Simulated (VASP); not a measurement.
Ge:

```xyz
6
Lattice="3.6671 0.0000 0.0000 -1.8336 3.1758 0.0000 0.0000 0.0000 9.3342" Properties=species:S:1:pos:R:3 pbc="T T T"
Ge    0.0000    0.0000    4.6671
Ge    0.0000    0.0000    0.0000
Ge    1.8336    1.0586    3.5451
Ge    0.0000    2.1172    5.7891
Ge    0.0000    2.1172    8.2122
Ge    1.8336    1.0586    1.1220
```

The cell was generated, and may not be a known phase.

```yaml
Program: VASP 6.6.1
Task: relaxation of cell and atoms
Functional: PBE
Potentials_or_basis: VASP PAW PBE potentials, release 64 (Ge_d)
Cutoff: 600 eV
k_mesh: 6 × 6 × 2
Occupations: gaussian, width 0.1 eV
Spin: no spin polarisation
```

At the start: pressure 27.1 GPa; volume 18.12 Å³/atom.

Task: Where does the relaxation end?

Result: Over 8 steps the energy falls by 386.4 meV/atom and the volume is 23.42 Å³/atom (+29.3 %); space group P6_3/mmc (No. 194, to 0.1 Å) before and after.

Step by step:
```
step  energy change (eV)  largest force (eV/Å)  pressure (GPa)  volume (Å³)
   1              0.0000                2.1125           27.11       108.71
   2             -1.6709                0.8098           -6.08       164.39
   3             -2.3023                0.3153            0.54       139.61
   4             -2.3017                0.3416            0.17       140.28
   5             -2.3173                0.0335           -0.32       141.66
   6             -2.3174                0.0486           -0.24       141.59
   7             -2.3174                0.0411           -0.44       141.62
   8             -2.3185                0.0181            0.04       140.51
```

Final structure:
```
Ge
1.0
     3.99917    0.00000    0.00000
    -1.99958    3.46338    0.00000
     0.00000    0.00000   10.14469
Ge
6
Direct
  0.00000 0.00000 0.50000
  0.00000 0.00000 0.00000
  0.66667 0.33333 0.37434
  0.33333 0.66667 0.62566
  0.33333 0.66667 0.87434
  0.66667 0.33333 0.12566
```

Caveat: the volume moved by over 15 % at a fixed basis, so the end points are rough.
